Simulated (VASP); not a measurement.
Wanted: the native input for a VASP 6.6.1 run.

```yaml
Task: single point
Functional: r2SCAN
Dispersion: rVV10
Potentials_or_basis: VASP PAW PBE potentials, release 64 (Ta_sv_GW, N)
Cutoff: 770 eV
k_mesh: 11 × 11 × 11
Occupations: fermi-dirac, width 0.05 eV
Spin: no spin polarisation
Dipole_correction: no
Further_INCAR_settings: ALGO = Normal; EDIFF = 1e-06; NBANDS = 16
```

TaN:

```
CELL_PARAMETERS angstrom
0.00000 2.19370 2.19370
2.19370 0.00000 2.19370
2.19370 2.19370 0.00000
ATOMIC_POSITIONS crystal
Ta 0.50000 0.50000 0.50000
N 0.00000 0.00000 0.00000
```

One way to write it, as run:

POSCAR

```
TaN
1.0
    0.0000000000      2.1937035357      2.1937035357
    2.1937035357      0.0000000000      2.1937035357
    2.1937035357      2.1937035357      0.0000000000
Ta N
1 1
Direct
    0.5000000000      0.5000000000      0.5000000000
    0.0000000000      0.0000000000      0.0000000000
```

INCAR.step1

```
PREC     = Accurate       # precision mode
ENCUT    = 770            # plane-wave cutoff, eV
ISMEAR   = -1             # smearing method
SIGMA    = 0.05           # smearing width, eV
LREAL    = False          # projectors in reciprocal space
LASPH    = True           # aspherical terms in the spheres
NELM     = 120            # most SCF steps
NBANDS   = 16             # bands
GGA      = PE             # functional
ALGO     = Normal         # electronic algorithm
EDIFF    = 1E-5           # SCF threshold, eV
LWAVE    = True           # write WAVECAR
LCHARG   = False          # write CHGCAR
GGA_COMPAT= False
```

INCAR.step2

```
PREC     = Accurate       # precision mode
ENCUT    = 770            # plane-wave cutoff, eV
EDIFF    = 1E-6           # SCF threshold, eV
ISMEAR   = -1             # smearing method
SIGMA    = 0.05           # smearing width, eV
LREAL    = False          # projectors in reciprocal space
LASPH    = True           # aspherical terms in the spheres
NELM     = 120            # most SCF steps
ALGO     = Normal         # electronic algorithm
ISIF     = 2              # what is computed and relaxed
LWAVE    = False          # write WAVECAR
LCHARG   = False          # write CHGCAR
METAGGA  = R2SCAN         # meta-GGA
LMIXTAU  = True         
LUSE_VDW = True         
IVDW_NL  = 2            
BPARAM   = 11.95        
CPARAM   = 0.0093       
NBANDS   = 16             # bands
ISTART   = 1            
GGA_COMPAT= False
```

KPOINTS

```
Automatic mesh
0
Gamma
  11 11 11
```

Potentials or basis: VASP PAW PBE potentials, release 64 (Ta_sv_GW, N).

Run with:

```sh
$ cat potpaw_PBE.64/Ta_sv_GW/POTCAR potpaw_PBE.64/N/POTCAR > POTCAR
$ cp INCAR.step1 INCAR
$ mpirun -np 1 vasp_std > vasp.out
$ cp INCAR.step2 INCAR
$ mpirun -np 1 vasp_std > vasp.out
```

Results of the run:

The pressure is 0.4 GPa and the band gap on the k mesh is zero (bands 9 and 10 overlap by 3.94 eV).

Caveat: the PAW data sets were made with another functional, which shifts forces and pressure a little; spin-orbit coupling is left out, which moves the levels of the heavy elements.

It took 62 s on 1 thread of Intel(R) Xeon(R) 6975P-C (Granite Rapids), with other jobs on the host, peak memory 0.29 GiB.
